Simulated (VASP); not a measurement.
Write the native input for VASP 6.6.1 that does the following.

- Task: single point
- Functional: PBE
- Potentials or basis: VASP PAW PBE potentials, release 64 (Na_pv, H)
- Cutoff: 520 eV
- k mesh: 10 × 10 × 10
- Occupations: gaussian, width 0.05 eV
- Spin: no spin polarisation
- Dipole correction: no
- Further INCAR settings: ALGO = Normal; EDIFF = 1e-07; NBANDS = 11

The structure of NaH lies in POSCAR:

```
NaH
1.0
    2.9551240000      0.0000000000      0.0000000000
    0.0000000000      2.9551240000      0.0000000000
    0.0000000000      0.0000000000      2.8812459000
Na H
1 1
Direct
    0.0000000000      0.0000000000      0.0000000000
    0.5000000000      0.5000000000      0.5000000000
```

This cell differs from its parent crystal: strain +0.000 along x and y, -0.025 along z.

These files were run (other wordings do the same):

INCAR

```
SYSTEM = NaH
ALGO = Normal
EDIFF = 1E-7
ENCUT = 520
GGA = PE
ISIF = 2
ISMEAR = 0
LASPH = .TRUE.
LCHARG = .FALSE.
LREAL = .FALSE.
LWAVE = .FALSE.
NBANDS = 11
NELM = 100
PREC = Accurate
SIGMA = 0.05
```

KPOINTS

```
k-points
0
G
  10 10 10
  0 0 0
```

Potentials or basis: VASP PAW PBE potentials, release 64 (Na_pv, H).

Command:

```bash
$ cat potpaw_PBE.64/Na_pv/POTCAR potpaw_PBE.64/H/POTCAR > POTCAR
$ mpirun -np 1 vasp_std > vasp.out
```

Results of the run:

```yaml
Pressure: 0.8 GPa
Band_gap_on_the_k_mesh: 0.95 eV (least direct gap 4.48 eV)
```

Caveat: the cell differs from its parent crystal (strain +0.000 along x and y, -0.025 along z).

Run time: 27 s on 1 thread of Intel Xeon 8259CL (shared host), peak memory 0.15 GiB.
